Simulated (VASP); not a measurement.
# In (I4/mmm) in VASP: notebook

Aim: see how the results for In move with the level of theory and the settings. Levels: PBEsol, PBE. Tasks: single point.

Everything below comes from runs of VASP 6.6.1. Logs are shortened: lines on timing, memory, paths and dates and some standing lists are left out, and cuts for length are marked.

### 1 The cell of the first run

It takes space group I4/mmm (No. 139, tetragonal). The conventional cell has a = 3.295 Å, b = 3.295 Å, c = 5.013 Å, α = 90.00°, β = 90.00°, γ = 90.00°. Within 4.3 Å of In (site symmetry 4/mmm) lie 12 In at 3.30 to 3.42 Å.

### 2 Single point, PBEsol (functional pbesol, volume scaled by 1.04)

Contents of INCAR:

```
ALGO = Normal
EDIFF = 1E-6
ENCUT = 520
GGA = PS
ISIF = 2
ISMEAR = -1
LASPH = True
LCHARG = True
LELF = True
LREAL = False
LVHAR = True
LWAVE = False
NBANDS = 12
NELM = 100
PREC = Accurate
SIGMA = 0.05
```

Contents of KPOINTS:

```
k-points
0
Gamma
  14 14 14
```

Contents of POSCAR:

```
In
1.0
   -1.6475491645      1.6475491645      2.5065057071
    1.6475491645     -1.6475491645      2.5065057071
    1.6475491645      1.6475491645     -2.5065057071
In
1
Direct
    0.0000000000      0.0000000000      0.0000000000
```

Potentials or basis: VASP PAW PBE potentials, release 64 (In_d).

Command:

```console
$ cat potpaw_PBE.64/In_d/POTCAR > POTCAR
$ mpirun -np 1 vasp_std > vasp.out
```

OUTCAR:

```text
EDIFF = 1E-6
   ENCUT = 520
   GGA = PS
   ISIF = 2
   ISMEAR = -1
   LASPH = True
   LREAL = False
   NELM = 100
   PREC = Accurate

 ion  position               nearest neighbor table
   1  0.000  0.000  0.000-

  LATTYP: Found a body centered tetragonal cell.
 ALAT       =     3.2950983290
 C/A-ratio  =     1.5213541187

  Lattice vectors:

 A1 = (  -1.6475491645,   1.6475491645,   2.5065057071)
 A2 = (   1.6475491645,  -1.6475491645,   2.5065057071)
 A3 = (   1.6475491645,   1.6475491645,  -2.5065057071)

Analysis of symmetry for initial positions (statically):
=====================================================================
 Subroutine PRICEL returns:
 Original cell was already a primitive cell.

 Routine SETGRP: Setting up the symmetry group for a
 body centered tetragonal supercell.

 Subroutine GETGRP returns: Found 16 space group operations
 (whereof 16 operations were pure point group operations)
 out of a pool of 16 trial point group operations.

The static configuration has the point symmetry D_4h.

Analysis of symmetry for dynamics (positions and initial velocities):
=====================================================================
 Subroutine PRICEL returns:
 Original cell was already a primitive cell.

 Routine SETGRP: Setting up the symmetry group for a
 body centered tetragonal supercell.

 Subroutine GETGRP returns: Found 16 space group operations
 (whereof 16 operations were pure point group operations)
 out of a pool of 16 trial point group operations.

The dynamic configuration has the point symmetry D_4h.

 Subroutine INISYM returns: Found 16 space group operations
 (whereof 16 operations are pure point group operations),
 and found     1 'primitive' translations

----------------------------------------------------------------------------------------

                                     Primitive cell

  volume of cell :      27.2148

  direct lattice vectors                    reciprocal lattice vectors
    -1.647549164  1.647549164  2.506505707     0.000000000  0.303481080  0.199480894
     1.647549164 -1.647549164  2.506505707     0.303481080  0.000000000  0.199480894
     1.647549164  1.647549164 -2.506505707     0.303481080  0.303481080  0.000000000

  length of vectors
     3.422193355  3.422193355  3.422193355     0.363171300  0.363171300  0.429187059

  position of ions in fractional coordinates (direct lattice)
     0.000000000  0.000000000  0.000000000

  ion indices of the primitive-cell ions
   primitive index   ion index
                 1           1

----------------------------------------------------------------------------------------

 KPOINTS: k-points

Automatic generation of k-mesh.
 Grid dimensions read from file:
 generate k-points for:   14   14   14

 Generating k-lattice:

  Cartesian coordinates                     Fractional coordinates (reciprocal lattice)
     0.000000000  0.021677220  0.014248635     0.071428571  0.000000000  0.000000000
     0.021677220  0.000000000  0.014248635     0.000000000  0.071428571  0.000000000
     0.021677220  0.021677220  0.000000000     0.000000000  0.000000000  0.071428571

  Length of vectors
     0.025940807  0.025940807  0.030656219

  Shift w.r.t. Gamma in fractional coordinates (k-lattice)
     0.000000000  0.000000000  0.000000000

 Subroutine IBZKPT returns following result:
 ===========================================

 Found    244 irreducible k-points:

 Following reciprocal coordinates:
            Coordinates               Weight
  0.000000  0.000000  0.000000      1.000000
  0.071429  0.000000  0.000000      8.000000
  0.142857  0.000000  0.000000      8.000000
  0.214286  0.000000  0.000000      8.000000
  0.285714  0.000000 -0.000000      8.000000
  0.357143  0.000000  0.000000      8.000000
[... 16 lines left out ...]
  0.214286  0.142857 -0.000000     16.000000
  0.285714  0.142857 -0.000000     16.000000
 [... further k-points ...]
   k-points           NKPTS =    244   k-points in BZ     NKDIM =    244   number of bands    NBANDS=     12
   number of dos      NEDOS =    301   number of ions     NIONS =      1
   total plane-waves  NPLWV =  21952
   dimension x,y,z NGX =    28 NGY =   28 NGZ =   28
   dimension x,y,z NGXF=    56 NGYF=   56 NGZF=   56
   ions per type =               1
   NGX,Y,Z   is equivalent  to a cutoff of  13.60, 13.60, 13.60 a.u.
   NGXF,Y,Z  is equivalent  to a cutoff of  27.20, 27.20, 27.20 a.u.
 SYSTEM =  unknown system
   PREC   = accura    normal or accurate (medium, high low for compatibility)
   ISTART =      0    job   : 0-new  1-cont  2-samecut
   ICHARG =      2    charge: 1-file 2-atom 10-const
   ISPIN  =      1    spin polarized calculation?
   LNONCOLLINEAR =      F non collinear calculations
   LSORBIT =      F    spin-orbit coupling
   LASPH  =      T    aspherical Exc in radial PAW
   ENCUT  =  520.0 eV  38.22 Ry    6.18 a.u.   6.36  6.36  6.36*2*pi/ulx,y,z
   NELM   =    100;   NELMIN=  2; NELMDL= -5     # of ELM steps
   EDIFF  = 0.1E-05   stopping-criterion for ELM
   LREAL  =      F    real-space projection
   EDIFFG = 0.1E-04   stopping-criterion for IOM
   NSW    =      0    number of steps for IOM
   IBRION =     -1    ionic relax: 0-MD 1-quasi-New 2-CG
   NFREE  =      0    steps in history (QN), initial steepest desc. (CG)
   ISIF   =      2    stress and relaxation
   ISYM   =      2    0-nonsym 1-usesym 2-fastsym
   POTIM  = 0.5000    time-step for ionic-motion
   TEBEG  =    0.0;   TEEND  =   0.0 temperature during run
   PSTRESS=    0.0 pullay stress
   NELECT =      13.0000    total number of electrons
   NUPDOWN=      -1.0000    fix difference up-down
   EMIN   =  10.00;   EMAX   =-10.00  energy-range for DOS
   EFERMI =   0.00;   METHOD = LEGACY
   ISMEAR =    -1;   SIGMA  =   0.05  broadening in eV -4-tet -1-fermi 0-gaus
   EFERMI_NEDOS =   21; number of points for ismear=-14 and -15
   IALGO  =     38    algorithm
   IMIX   =      4    mixing-type and parameters
     AMIX     =   0.40;   BMIX     =  1.00
     AMIX_MAG =   1.60;   BMIX_MAG =  1.00
  volume/ion in A,a.u.               =      27.21       183.65
  Fermi-wavevector in a.u.,A,eV,Ry     =   1.279737  2.418353 22.282633  1.637727
  Thomas-Fermi vector in A             =   2.412205
   LORBIT       =      0    0 simple, 1 ext, 2 COOP (PROOUT), +10 PAW based schemes
   GGA     = PS    functional components
   LHFCALC =     F    Hartree Fock is set to
   AEXX    =    0.0000 exact exchange contribution
   IVDW    =     0    specifies the selected vdW correction
   LEPSILON=     F    determine dielectric tensor
   LRPA    =     F    only Hartree local field effects (RPA)
 non-spin polarized calculation
  energy-cutoff  :      520.00
  volume of cell :       27.21
 maximum number of plane-waves:       752
 NGX is ok and might be reduce to    28
   NGX = 13   NGY = 13   NGZ = 13

 number of electron      12.9999998 magnetization

 Free energy of the ion-electron system (eV)
  ---------------------------------------------------
  ext. energy  EPLUGINS =         0.00000000
  ---------------------------------------------------
  free energy    TOTEN  =        -2.97504187 eV

  energy without entropy =       -2.97141026  energy(sigma->0) =       -2.97322606

 E-fermi :   6.9386     XC(G=0): -10.2192

 val. band max:        6.8932480133   @ k =   0.2857   0.1429   0.0714
 cond. band min:       6.9414712818   @ k =   0.2857   0.2143   0.0714
 fundamental gap:      0.0482232685
 Fermi energy:         6.9386449929

 k-point     1 :       0.0000    0.0000    0.0000
  band No.  band energies     occupation
      1      -7.6541      2.00000
      2      -7.5593      2.00000
      3      -7.5593      2.00000
      4      -7.4861      2.00000
      5      -7.3899      2.00000
      6      -2.3804      2.00000
      7      17.0809      0.00000
      8      17.0809      0.00000
      9      17.2291      0.00000
     10      18.4147      0.00000
     11      20.5345      0.00000
     12      20.6776      0.00000

 k-point     2 :       0.0714    0.0000    0.0000
  band No.  band energies     occupation
      1      -7.6465      2.00000
      2      -7.5596      2.00000
      3      -7.5520      2.00000
      4      -7.4847      2.00000
      5      -7.3928      2.00000
      6      -2.2720      2.00000
      7      15.7966      0.00000
      8      16.9138      0.00000
      9      16.9476      0.00000
     10      18.1935      0.00000
     11      20.9063      0.00000
     12      20.9665      0.00000

 k-point     3 :       0.1429    0.0000    0.0000
  band No.  band energies     occupation
      1      -7.6309      2.00000
      2      -7.5633      2.00000
      3      -7.5340      2.00000
      4      -7.4733      2.00000
      5      -7.3982      2.00000
      6      -1.9444      2.00000
      7      13.4598      0.00000
      8      16.3134      0.00000
      9      16.6487      0.00000
     10      18.0953      0.00000
     11      20.3557      0.00000
     12      21.7196      0.00000
[... 286 lines left out ...]
 k-point    23 :       0.2143    0.1429   -0.0000
  band No.  band energies     occupation
      1      -7.6047      2.00000
      2      -7.5558      2.00000
      3      -7.5068      2.00000
      4      -7.4550      2.00000
      5      -7.3661      2.00000
      6      -0.5490      2.00000
      7      10.0690      0.00000
      8      12.1042      0.00000
      9      15.6652      0.00000
     10      18.4856      0.00000
     11      19.4551      0.00000
     12      20.5806      0.00000

 k-point    24 :       0.2857    0.1429   -0.0000
  band No.  band energies     occupation
      1      -7.5975      2.00000
      2      -7.5752      2.00000
      3      -7.5155      2.00000
      4      -7.4015      2.00000
      5      -7.3529      2.00000
      6       0.3624      2.00000
      7       7.9565      0.00000
      8      12.0088      0.00000
      9      14.8207      0.00000
     10      17.6220      0.00000
     11      19.4321      0.00000
     12      20.9247      0.00000

 [... further k-points ...]
[... 5 lines left out ...]
  --------------------------------------------------------------------------------------
  -------------------------------------------------------------------------------------
  Total       -0.4370326     -0.4370326     -0.3908447      0.0000000     -0.0000000      0.0000000
  in kB      -25.7287646    -25.7287646    -23.0096170      0.0000000     -0.0000000      0.0000000
  external PRESSURE =     -24.8223821 kB  Pullay stress =       0.0000000 kB

 VOLUME and BASIS-vectors are now :
 -----------------------------------------------------------------------------
  energy-cutoff  :      520.00
  volume of cell :       27.21
      direct lattice vectors                 reciprocal lattice vectors
    -1.647549164  1.647549164  2.506505707     0.000000000  0.303481080  0.199480894
     1.647549164 -1.647549164  2.506505707     0.303481080  0.000000000  0.199480894
     1.647549164  1.647549164 -2.506505707     0.303481080  0.303481080  0.000000000

 POSITION                                       TOTAL-FORCE (eV/Angst)
 -----------------------------------------------------------------------------------
      0.00000      0.00000      0.00000         0.000000      0.000000      0.000000
 -----------------------------------------------------------------------------------
    total drift:                                0.000000     -0.000000     -0.000000

  FREE ENERGIE OF THE ION-ELECTRON SYSTEM (eV)
  ---------------------------------------------------
  free  energy   TOTEN  =        -2.9750418665 eV

  energy  without entropy=       -2.9714102572  energy(sigma->0) =       -2.97322606
```

It took 28 s on 1 thread of Intel Xeon 6975P-C (Granite Rapids), shared host; peak memory 0.21 GiB.

Results:

* Free energy: -2.9750 eV
* Pressure: -2.5 GPa

Stress tensor (GPa, compression positive):
```
-2.57  0.00  0.00
 0.00 -2.57  0.00
 0.00  0.00 -2.30
```

Levels at points of the mesh, in eV from the Fermi level:
| k point | band 4 | band 5 | band 6 | band 7 | band 8 | band 9 |
| --- | --- | --- | --- | --- | --- | --- |
| (0.00, 0.00, 0.00) | -14.42 | -14.33 | -9.32 | 10.14 | 10.14 | 10.29 |
| (0.50, 0.00, 0.00) | -14.25 | -14.22 | -4.33 | -3.24 | 7.26 | 8.81 |
| (0.50, 0.50, 0.00) | -14.23 | -14.15 | -1.88 | -1.79 | 3.41 | 3.84 |
| (0.50, 0.50, 0.50) | -14.21 | -14.21 | -3.01 | -2.56 | 4.58 | 4.58 |

Caveat: the PAW data sets were made with another functional, which shifts forces and pressure a little; spin-orbit coupling is left out, which moves the levels of the heavy elements.

### 3 Single point, PBE (volume scaled by 0.96)

Contents of INCAR:

```
SYSTEM = In
PREC = Accurate ; ENCUT = 520
EDIFF = 1E-7 ; ISMEAR = -1
SIGMA = 0.05 ; LREAL = .False.
LASPH = .True. ; NELM = 60
ALGO = Normal ; ISIF = 2
LWAVE = .False. ; LCHARG = .False.
GGA = PE ; NBANDS = 12
```

Contents of KPOINTS:

```
Automatic mesh
0
Gamma
  14 14 14
  0 0 0
```

Contents of POSCAR:

```
In
1.0
   -1.6041723059      1.6041723059      2.4405141445
    1.6041723059     -1.6041723059      2.4405141445
    1.6041723059      1.6041723059     -2.4405141445
In
1
Direct
    0.0000000000      0.0000000000      0.0000000000
```

Potentials or basis: VASP PAW PBE potentials, release 64 (In_d).

Command:

```console
$ cat potpaw_PBE.64/In_d/POTCAR > POTCAR
$ mpirun -np 1 vasp_std > vasp.out
```

Run time: 56 s. Hardware: 1 thread of Intel Xeon 6975P-C, shared host; peak memory 0.21 GiB.

The run converged. Its results:

```yaml
Free_energy: -2.5364 eV
Pressure: 3.9 GPa
```

Stress tensor (GPa, compression positive):
```
3.83 0.00 0.00
0.00 3.83 0.00
0.00 0.00 4.19
```

Levels at points of the mesh, in eV from the Fermi level:
| k point | band 4 | band 5 | band 6 | band 7 | band 8 | band 9 |
| --- | --- | --- | --- | --- | --- | --- |
| (0.00, 0.00, 0.00) | -14.60 | -14.49 | -9.88 | 10.86 | 10.86 | 11.05 |
| (0.50, 0.00, 0.00) | -14.39 | -14.35 | -4.37 | -3.60 | 7.73 | 9.42 |
| (0.50, 0.50, 0.00) | -14.37 | -14.27 | -2.13 | -1.60 | 3.56 | 3.98 |
| (0.50, 0.50, 0.50) | -14.34 | -14.34 | -2.93 | -2.87 | 4.79 | 4.79 |

Caveat: spin-orbit coupling is left out, which moves the levels of the heavy elements.
